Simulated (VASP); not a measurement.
Set up this calculation in VASP 6.6.1, as the native input.

```yaml
Task: single point
Functional: PBE
Potentials_or_basis: VASP PAW PBE potentials, release 64 (Ba_sv, Te)
Cutoff: 520 eV
k_mesh: 6 × 6 × 6
Occupations: fermi-dirac, width 0.02 eV
Spin: no spin polarisation
Dipole_correction: no
Further_INCAR_settings: ALGO = Normal; EDIFF = 1e-07; NBANDS = 15
```

The structure of BaTe lies in POSCAR:

```
BaTe
1.0
    0.0000000000      3.5323868452      3.6030345821
    3.5323868452      0.0000000000      3.6030345821
    3.5323868452      3.5323868452      0.0000000000
Ba Te
1 1
Direct
    0.0000000000      0.0000000000      0.0000000000
    0.5000000000      0.5000000000      0.5000000000
```

This cell differs from its parent crystal: uniaxial z strain +2.0%.

These files were run (other wordings do the same):

INCAR

```
PREC = Accurate
ENCUT = 520
EDIFF = 1E-7
ISMEAR = -1
SIGMA = 0.02
LREAL = False
LASPH = True
NELM = 80
ALGO = Normal
ISIF = 2
LWAVE = False
LCHARG = False
GGA = PE
NBANDS = 15
```

KPOINTS

```
regular mesh
0
Gamma
  6 6 6
```

Potentials or basis: VASP PAW PBE potentials, release 64 (Ba_sv, Te).

The run is started by

```sh
$ cat potpaw_PBE.64/Ba_sv/POTCAR potpaw_PBE.64/Te/POTCAR > POTCAR
$ mpirun -np 1 vasp_std > vasp.out
```

Results of the run:

```json
{
  "Pressure": "-0.2 GPa",
  "Band gap on the k mesh": "1.60 eV, indirect (least direct gap 1.97 eV)"
}
```

Caveat: the cell differs from its parent crystal (uniaxial z strain +2.0%); spin-orbit coupling is left out, which moves the levels of the heavy elements.

Wall time 39 s on 1 thread of Intel(R) Xeon(R) Platinum 8375C CPU @ 2.90GHz (Ice Lake), on a shared host, peak memory 0.25 GiB.
